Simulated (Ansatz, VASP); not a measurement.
# Two plane-wave programs on MgB2

```
Mg B
1.0
     1.40667    0.81214    4.24850
    -1.40667    0.81214    4.24850
     0.00000   -1.62428    4.24850
Mg B
1 2
Direct
  0.00000 0.00000 0.00000
  0.75000 0.75000 0.75000
  0.25000 0.25000 0.25000
```

Alike in both runs: task single point; functional PBE; k mesh 6 × 6 × 6; occupations gaussian, width 0.1 eV; no spin polarisation.

|  | VASP | Ansatz |
| --- | --- | --- |
| version | VASP 6.6.1 | Ansatz 0.2.0 |
| potentials or method | VASP PAW PBE potentials, release 64 (Mg, B), cutoff 520 eV | scalar-relativistic, plane waves, PAW |
| valence electrons in the cell | 8 | 16 |

VASP gave:

- gap on the k mesh at the Fermi level (eV): none
- rms of the force components (eV/Å): 3.764

Task: Estimate Ansatz's values.

Result: gap on the k mesh at the Fermi level (eV): none; rms of the force components (eV/Å): 3.690.

Atom by atom the forces differ by 0.073 eV/Å (rms over components). A gap of «none» marks a metal or a gap that the smearing closes. With one functional, cell and mesh, what is left measures potentials, basis and numerics. VASP's potentials hold 8 valence electrons a cell and Ansatz's 16, so a difference there can come from the potentials and not from the codes.

The k mesh is coarse, so the values compare programs but aren't converged.
